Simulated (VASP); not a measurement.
Set up this calculation in VASP 6.6.1, as the native input.

| Property | Result |
| --- | --- |
| Task | relaxation of cell and atoms |
| Functional | PBE |
| Potentials or basis | VASP PAW PBE potentials, release 64 (Mn_pv, O) |
| Cutoff | 600 eV |
| k mesh | 16 × 16 × 16 |
| Occupations | gaussian, width 0.1 eV |
| Spin | collinear spin, ferromagnetic start |
| Starting moments | [4.38, 0.24] μB |
| Dipole correction | no |
| Further INCAR settings | ALGO = Normal; EDIFF = 1e-06; IBRION = 2; EDIFFG = -0.01; NSW = 80; ISIF = 3 |

The structure of MnO lies in POSCAR:

```
MnO
1.0
    0.0000000000      2.4027798349      2.4027798349
    2.4027798349      0.0000000000      2.4027798349
    2.4027798349      2.4027798349      0.0000000000
Mn O
1 1
Direct
    0.0000000000      0.0000000000      0.0000000000
    0.7500000000      0.7500000000      0.7500000000
```

The input as run:

INCAR

```
PREC = Accurate
ENCUT = 600
EDIFF = 1E-6
ISMEAR = 0
SIGMA = 0.1
LREAL = F
LASPH = T
NELM = 150
ALGO = Normal
ISIF = 3
LWAVE = F
LCHARG = F
ISPIN = 2
MAGMOM = 4.38 0.24
LORBIT = 11
LMAXMIX = 4
GGA = PE
IBRION = 2
NSW = 80
EDIFFG = -0.01
```

KPOINTS

```
Automatic mesh
0
Gamma
  16 16 16
```

Potentials or basis: VASP PAW PBE potentials, release 64 (Mn_pv, O).

Command:

```sh
$ cat potpaw_PBE.64/Mn_pv/POTCAR potpaw_PBE.64/O/POTCAR > POTCAR
$ mpirun -np 1 vasp_std > vasp.out
```

Results of the run:

```json
{
 "Relaxed volume": "13.86 Å³/atom",
 "Relaxed cell": "a = 3.397 Å, b = 3.397 Å, c = 3.397 Å, α = 60.00°, β = 60.00°, γ = 60.00°",
 "Space group after relaxing (to 0.1 Å)": "F-43m (No. 216)",
 "Energy gained by relaxing": "0.0 meV/atom",
 "Ionic steps": "3",
 "Pressure after relaxing": "0.0 GPa",
 "Band gap on the k mesh": "zero (filled and empty bands overlap)",
 "Net moment": "5.00 μB per cell",
 "Site moments": "Mn +4.43; O +0.19 μB",
 "Valence electrons inside the program's atomic spheres": "Mn 11.37; O 4.99"
}
```

Caveat: a cell with one magnetic atom can't hold antiferromagnetic order, which such compounds often take; semilocal functionals often make such compounds metallic where correlation or magnetic order opens a gap, which also shifts bond lengths.

It took 120 s on 1 thread of Intel(R) Xeon(R) 6975P-C (Granite Rapids), with other jobs on the host, peak memory 0.26 GiB.
